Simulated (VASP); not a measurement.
Write the native input for VASP 6.6.1 that does the following.

```
Task                   : single point
Functional             : PBE
Potentials or basis    : VASP PAW PBE potentials, release 64 (Al, Cu)
Cutoff                 : 520 eV
k mesh                 : 6 × 6 × 4
Occupations            : gaussian, width 0.1 eV
Spin                   : no spin polarisation
Dipole correction      : no
Further INCAR settings : ALGO = Normal; EDIFF = 1e-06; NBANDS = 38
```

The structure of AlCu5 lies in POSCAR:

```
AlCu5
1.0
    4.7451607106      0.0000000000      0.0000000000
   -2.3725803553      4.1094297204      0.0000000000
    0.0000000000      0.0000000000      6.9161757713
Al Cu
1 5
Direct
    0.0000000000      0.0000000000      0.0000000000
    0.5000000000      0.0000000000      0.5000000000
    0.0000000000      0.5000000000      0.5000000000
    0.5000000000      0.5000000000      0.5000000000
    0.0000000000      0.0000000000      0.6661089202
    0.0000000000      0.0000000000      0.3338910798
```

The cell was built from a structure type or drawn by symmetry, and may not be a known phase.

These files were run (other wordings do the same):

INCAR

```
ALGO = Normal ; EDIFF = 1E-6
ENCUT = 520 ; GGA = PE
ISIF = 2 ; ISMEAR = 0
LASPH = T ; LCHARG = F
LREAL = F ; LWAVE = F
NBANDS = 38 ; NELM = 100
PREC = Accurate ; SIGMA = 0.1
```

KPOINTS

```
k-points
0
Gamma
  6 6 4
```

Potentials or basis: VASP PAW PBE potentials, release 64 (Al, Cu).

Run with:

```bash
$ cat potpaw_PBE.64/Al/POTCAR potpaw_PBE.64/Cu/POTCAR > POTCAR
$ mpirun -np 1 vasp_std > vasp.out
```

It gave:

```yaml
Pressure: 0.2 GPa
Largest_force: 0.017 eV/Å
Band_gap_on_the_k_mesh: zero (bands 29 and 30 overlap by 1.75 eV)
```

Wall time 110 s on 1 thread of Intel(R) Xeon(R) Platinum 8488C (Sapphire Rapids), on a shared host, peak memory 0.28 GiB.
